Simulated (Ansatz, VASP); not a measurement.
**Two plane-wave programs on GaN**

Contents of INCAR:

```
PREC = Accurate
ENCUT = 520
EDIFF = 1E-7
ISMEAR = 0
SIGMA = 0.05
LREAL = F
LASPH = T
NELM = 100
ALGO = Normal
ISIF = 2
LWAVE = F
LCHARG = F
GGA = PS
NBANDS = 26
```

KPOINTS

```
Automatic mesh
0
Gamma
  8 8 6
```

Contents of POSCAR:

```
GaN
1.0
    0.0000000000     -2.2490913701     -2.2490913701
    0.0000000000      2.2490913701     -2.2490913701
    4.4981827401      0.0000000000      0.0000000000
Ga N
2 2
Direct
    0.4992186320      0.4992186320      0.5000000000
    0.0007813680      0.0007813680      0.0000000000
    0.0064470480      0.4935529520      0.2500000000
    0.4935529520      0.0064470480      0.7500000000
```

Input for Ansatz:

```yaml
crystal:
  lattice:
    - [0.0, -2.2490913701, -2.2490913701]
    - [0.0, 2.2490913701, -2.2490913701]
    - [4.4981827401, 0.0, 0.0]
  atoms:
    - { symbol: Ga, position: [0.499218632, 0.499218632, 0.5] }
    - { symbol: Ga, position: [0.000781368, 0.000781368, 0.0] }
    - { symbol: "N", position: [0.006447048, 0.493552952, 0.25] }
    - { symbol: "N", position: [0.493552952, 0.006447048, 0.75] }
basis:
  ecutwfc: 520.0
kpoints:
  mp_grid: { grid: [8, 8, 6] }
hamiltonian:
  xc: pbesol
  pseudopotentials: { kind: paw, azcp: { folder: soft_1 } }
scf:
  occupations: { method: gaussian, width: 0.05 }
output:
  forces: true
  stress: true
  eigenvalues: true
```

Change from the starting cell: mode 11 frozen in at -0.029 Å, equal normal strain along x and y +0.0000.

Alike in both runs: task single point; functional PBEsol; k mesh 8 × 8 × 6; occupations gaussian, width 0.05 eV; no spin polarisation.

|  | VASP | Ansatz |
| --- | --- | --- |
| version | VASP 6.6.1 | Ansatz 0.2.0 |
| potentials or method | VASP PAW PBE potentials, release 64 (Ga_d, N), cutoff 520 eV | scalar-relativistic, plane waves, PAW |
| valence electrons in the cell | 36 | 36 |

|  | VASP | Ansatz | Ansatz less VASP |
| --- | --- | --- | --- |
| gap on the k mesh at the Fermi level (eV) | 1.72 | 1.70 | -0.015 |
| least direct gap on the mesh (eV) | 1.72 | 1.70 | -0.015 |
| pressure (GPa) | -0.1 | 0.1 | +0.22 |
| traceless stress, the component that is largest in VASP (GPa) | -0.10 | -0.10 | 0.000 |
| rms of the force components (eV/Å) | 0.252 | 0.255 | +0.0025 |

VASP's potentials were made for PBE, not for PBEsol, and Ansatz warns of the same on its side. Atom by atom the forces differ by 0.003 eV/Å (rms over components). With one functional, cell and mesh, what is left measures potentials, basis and numerics.
